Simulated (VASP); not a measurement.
# InO in VASP: notebook, part 2 of 2

VASP 6.6.1. The steps go on from the part before.

## (3) Single point, PBE (strain +0.000 along x and y, -0.040 along z)

File INCAR:

```
SYSTEM = InO
  PREC = Accurate
  ENCUT = 520
  EDIFF = 1E-6
  ISMEAR = 0
  SIGMA = 0.03
  LREAL = .FALSE.
  LASPH = .TRUE.
  NELM = 100
  ALGO = Normal
  ISIF = 2
  LWAVE = .FALSE.
  LCHARG = .FALSE.
  GGA = PE
  NBANDS = 27
```

File KPOINTS:

```
regular mesh
0
G
  12 12 2
  0 0 0
```

File POSCAR:

```
InO
1.0
    3.4536138013      0.0000000000      0.0000000000
   -1.7268069007      2.9909172868      0.0000000000
    0.0000000000      0.0000000000     15.2420160000
In O
2 2
Direct
    0.6666666667      0.3333333333      0.5900210000
    0.6666666667      0.3333333333      0.4099790000
    0.0000000000      0.0000000000      0.6398670000
    0.0000000000      0.0000000000      0.3601330000
```

Potentials or basis: VASP PAW PBE potentials, release 64 (In_d, O).

Command:

```console
> cat potpaw_PBE.64/In_d/POTCAR potpaw_PBE.64/O/POTCAR > POTCAR
> mpirun -np 1 vasp_std > vasp.out
```

OUTCAR:

```text
SYSTEM = InO
   PREC = Accurate
   ENCUT = 520
   EDIFF = 1E-6
   ISMEAR = 0
   LREAL = .FALSE.
   LASPH = .TRUE.
   NELM = 100
   ISIF = 2
   GGA = PE

 ion  position               nearest neighbor table
   1  0.667  0.333  0.590-   3 2.13   3 2.13   3 2.13   2 2.74
   2  0.667  0.333  0.410-   4 2.13   4 2.13   4 2.13   1 2.74
   3  0.000  0.000  0.640-   1 2.13   1 2.13   1 2.13
   4  0.000  0.000  0.360-   2 2.13   2 2.13   2 2.13

  LATTYP: Found a hexagonal cell.
 ALAT       =     3.4536138013
 C/A-ratio  =     4.4133527594

  Lattice vectors:

 A1 = (   3.4536138013,   0.0000000000,   0.0000000000)
 A2 = (  -1.7268069007,   2.9909172868,   0.0000000000)
 A3 = (   0.0000000000,   0.0000000000,  15.2420160000)

Analysis of symmetry for initial positions (statically):
=====================================================================
 Subroutine PRICEL returns:
 Original cell was already a primitive cell.

 Routine SETGRP: Setting up the symmetry group for a
 hexagonal supercell.

 Subroutine GETGRP returns: Found 12 space group operations
 (whereof 12 operations were pure point group operations)
 out of a pool of 24 trial point group operations.

[... 168 lines left out ...]

 val. band max:       -1.4526195621   @ k =   0.3333   0.3333   0.5000
 cond. band min:      -0.9606011344   @ k =   0.0000   0.0000   0.5000
 fundamental gap:      0.4920184277
 Fermi energy:        -1.2598134345

 k-point     1 :       0.0000    0.0000    0.0000
  band No.  band energies     occupation
      1     -19.1130      2.00000
      2     -19.0852      2.00000
      3     -14.9674      2.00000
      4     -14.9570      2.00000
      5     -14.9570      2.00000
      6     -14.8933      2.00000
[... 709 lines left out ...]
     26       7.0087      0.00000
     27       7.5748      0.00000

 [... further k-points ...]

------------------------ aborting loop because EDIFF is reached ----------------------------------------

  FORCE on cell =-STRESS in cart. coord.  units (eV):
  Direction    XX          YY          ZZ          XY          YZ          ZX
  --------------------------------------------------------------------------------------
  -------------------------------------------------------------------------------------
  Total        0.5187095      0.5187095      2.0488821     -0.0000000     -0.0000000     -0.0000000
  in kB        5.2785449      5.2785449     20.8500434     -0.0000000     -0.0000000     -0.0000000
  external PRESSURE =      10.4690444 kB  Pullay stress =       0.0000000 kB

 VOLUME and BASIS-vectors are now :
 -----------------------------------------------------------------------------
  energy-cutoff  :      520.00
  volume of cell :      157.44
      direct lattice vectors                 reciprocal lattice vectors
     3.453613801  0.000000000  0.000000000     0.289551773  0.167172794  0.000000000
    -1.726806901  2.990917287  0.000000000     0.000000000  0.334345588  0.000000000
     0.000000000  0.000000000 15.242016000     0.000000000  0.000000000  0.065608119

 POSITION                                       TOTAL-FORCE (eV/Angst)
 -----------------------------------------------------------------------------------
      1.72681      0.99697      8.99311         0.000000     -0.000000      0.365362
      1.72681      0.99697      6.24891         0.000000     -0.000000     -0.365362
      0.00000      0.00000      9.75286        -0.000000      0.000000      0.259609
      0.00000      0.00000      5.48915        -0.000000      0.000000     -0.259609
 -----------------------------------------------------------------------------------
    total drift:                                0.000000     -0.000000      0.000000

  FREE ENERGIE OF THE ION-ELECTRON SYSTEM (eV)
  ---------------------------------------------------
  free  energy   TOTEN  =       -19.3827049618 eV

  energy  without entropy=      -19.3827049618  energy(sigma->0) =      -19.38270496
```

OSZICAR:

```text
N       E                     dE             d eps       ncg     rms          rms(c)
DAV:   1     0.398903105351E+03    0.39890E+03   -0.18083E+04  2068   0.145E+03
DAV:   2     0.416723795939E+02   -0.35723E+03   -0.34276E+03  2259   0.383E+02
DAV:   3    -0.207681502646E+02   -0.62441E+02   -0.61451E+02  2552   0.174E+02
[... 13 lines left out ...]
DAV:  17    -0.193826670665E+02   -0.36606E-04   -0.75421E-06  2742   0.270E-02    0.540E-03
DAV:  18    -0.193826999646E+02   -0.32898E-04   -0.14522E-06  1761   0.674E-03    0.147E-03
DAV:  19    -0.193827035966E+02   -0.36320E-05   -0.14844E-07  1777   0.326E-03    0.891E-04
DAV:  20    -0.193827047076E+02   -0.11110E-05   -0.42898E-08  1609   0.185E-03    0.268E-04
DAV:  21    -0.193827049618E+02   -0.25416E-06   -0.22298E-08  1617   0.156E-03
   1 F= -.19382705E+02 E0= -.19382705E+02  d E =-.270551E-21
```

It took 2.1 min on 1 thread of Intel Xeon 6975P-C (Granite Rapids), shared host; peak memory 0.36 GiB.

Results:

- Free energy: -19.3827 eV
- Largest force: 0.365 eV/Å
- Band gap on the k mesh: 0.49 eV (least direct gap 1.16 eV)

Forces on the atoms (eV/Å):
```
In   0.000  0.000  0.365
In   0.000  0.000 -0.365
O    0.000  0.000  0.260
O    0.000  0.000 -0.260
```

Caveat: the cell differs from its parent crystal (strain +0.000 along x and y, -0.040 along z); spin-orbit coupling is left out, which moves the levels of the heavy elements.

## (4) Single point, PBE (strain +0.040 along x and y, -0.080 along z)

File INCAR:

```
PREC = Accurate
ENCUT = 520
EDIFF = 1E-7
ISMEAR = 0
SIGMA = 0.03
LREAL = False
LASPH = True
NELM = 80
ALGO = Normal
ISIF = 2
LWAVE = False
LCHARG = True
GGA = PE
LELF = True
LVHAR = True
NBANDS = 27
```

File KPOINTS:

```
Automatic mesh
0
Gamma
  12 12 2
```

File POSCAR:

```
InO
1.0
    3.5917583534      0.0000000000      0.0000000000
   -1.7958791767      3.1105539782      0.0000000000
    0.0000000000      0.0000000000     14.6069320000
In O
2 2
Direct
    0.6666666667      0.3333333333      0.5900210000
    0.6666666667      0.3333333333      0.4099790000
    0.0000000000      0.0000000000      0.6398670000
    0.0000000000      0.0000000000      0.3601330000
```

Command:

```console
> cat potpaw_PBE.64/In_d/POTCAR potpaw_PBE.64/O/POTCAR > POTCAR
> mpirun -np 1 vasp_std > vasp.out
```

Run time: 2.1 min. Hardware: 1 thread of Intel Xeon 6975P-C (Granite Rapids), shared host; peak memory 0.35 GiB.

It converged, with:

| Item | Value |
| --- | --- |
| Free energy | -19.1348 eV |
| Largest force | 1.606 eV/Å |
| Band gap on the k mesh | 0.36 eV (least direct gap 0.91 eV) |

Forces in eV/Å, atoms in the order of the input:
```
In   0.000  0.000  1.606
In   0.000  0.000 -1.606
O    0.000  0.000 -0.113
O    0.000  0.000  0.113
```

Levels at points of the mesh, in eV from the valence-band top:
```tsv
k point	band 15	band 16	band 17	band 18	band 19	band 20	band 21	band 22	band 23	band 24
(0.00, 0.00, 0.00)	-1.58	-1.58	-1.52	-1.52	-0.55	0.36	3.40	6.12	6.35	8.27
(0.50, 0.00, 0.00)	-2.43	-2.34	-2.26	-1.45	-0.19	2.37	4.06	6.01	6.37	7.65
(0.00, 0.00, 0.50)	-1.58	-1.58	-1.52	-1.52	-0.55	0.36	3.41	5.91	6.77	7.87
(0.50, 0.00, 0.50)	-2.43	-2.34	-2.26	-1.45	-0.19	2.37	4.06	6.01	6.37	7.65
```

Caveat: the cell differs from its parent crystal (strain +0.040 along x and y, -0.080 along z); spin-orbit coupling is left out, which moves the levels of the heavy elements.

## (5) Single point, PBE (strain +0.000 along x and y, +0.040 along z)

File INCAR:

```
ALGO = Normal ; EDIFF = 1E-6
ENCUT = 520 ; GGA = PE
ISIF = 2 ; ISMEAR = 0
LASPH = True ; LCHARG = False
LREAL = False ; LWAVE = False
NBANDS = 27 ; NELM = 60
PREC = Accurate ; SIGMA = 0.03
```

File KPOINTS:

```
k-points
0
Gamma
  12 12 2
```

File POSCAR:

```
InO
1.0
    3.4536138013      0.0000000000      0.0000000000
   -1.7268069007      2.9909172868      0.0000000000
    0.0000000000      0.0000000000     16.5121840000
In O
2 2
Direct
    0.6666666667      0.3333333333      0.5900210000
    0.6666666667      0.3333333333      0.4099790000
    0.0000000000      0.0000000000      0.6398670000
    0.0000000000      0.0000000000      0.3601330000
```

Command:

```console
> cat potpaw_PBE.64/In_d/POTCAR potpaw_PBE.64/O/POTCAR > POTCAR
> mpirun -np 1 vasp_std > vasp.out
```

Wall time 2.5 min (1 thread of Intel Xeon 6975P-C (Granite Rapids), shared host); peak memory 0.38 GiB.

The run converged. Its results:

```yaml
Free_energy: -19.3881 eV
Largest_force: 0.271 eV/Å
Band_gap_on_the_k_mesh: 0.21 eV (least direct gap 1.03 eV)
```

Forces in eV/Å, atoms in the order of the input:
```
In   0.000  0.000 -0.168
In   0.000  0.000  0.168
O    0.000  0.000 -0.271
O    0.000  0.000  0.271
```

Levels at points of the mesh, in eV from the valence-band top:
```tsv
k point	band 15	band 16	band 17	band 18	band 19	band 20	band 21	band 22	band 23	band 24
(0.00, 0.00, 0.00)	-1.76	-1.76	-1.74	-1.74	-0.82	0.21	3.09	6.05	6.17	7.66
(0.50, 0.00, 0.00)	-2.63	-2.61	-2.53	-2.08	-0.28	2.22	3.79	4.98	6.75	8.18
(0.00, 0.00, 0.50)	-1.76	-1.76	-1.74	-1.74	-0.82	0.21	3.09	5.88	6.57	7.04
(0.50, 0.00, 0.50)	-2.63	-2.61	-2.53	-2.08	-0.28	2.22	3.79	4.98	6.75	8.18
```

Caveat: the cell differs from its parent crystal (strain +0.000 along x and y, +0.040 along z); spin-orbit coupling is left out, which moves the levels of the heavy elements.

## (6) Overview

| cell | gap on the mesh (eV) | largest force (eV/Å) |
| --- | --- | --- |
| a = 3.315, b = 3.315, c = 16.512 Å, angles 90.0, 90.0, 120.0°, 4 atoms | 0.11 | 1.02 |
| a = 3.454, b = 3.454, c = 15.242 Å, angles 90.0, 90.0, 120.0°, 4 atoms | 0.49 | 0.37 |
| a = 3.592, b = 3.592, c = 14.607 Å, angles 90.0, 90.0, 120.0°, 4 atoms | 0.36 | 1.61 |
| a = 3.454, b = 3.454, c = 16.512 Å, angles 90.0, 90.0, 120.0°, 4 atoms | 0.21 | 0.27 |

Alike in all rows: task single point; level PBE; potentials or basis VASP PAW PBE potentials, release 64 (In_d, O); no spin polarisation; k mesh 12 × 12 × 2; cutoff (eV) 520; smearing gaussian 0.03 eV.

Caveats: spin-orbit coupling is left out, which moves the levels of the heavy elements.

Total energies depend on the potentials used, so only differences within one code and one set of settings carry meaning.
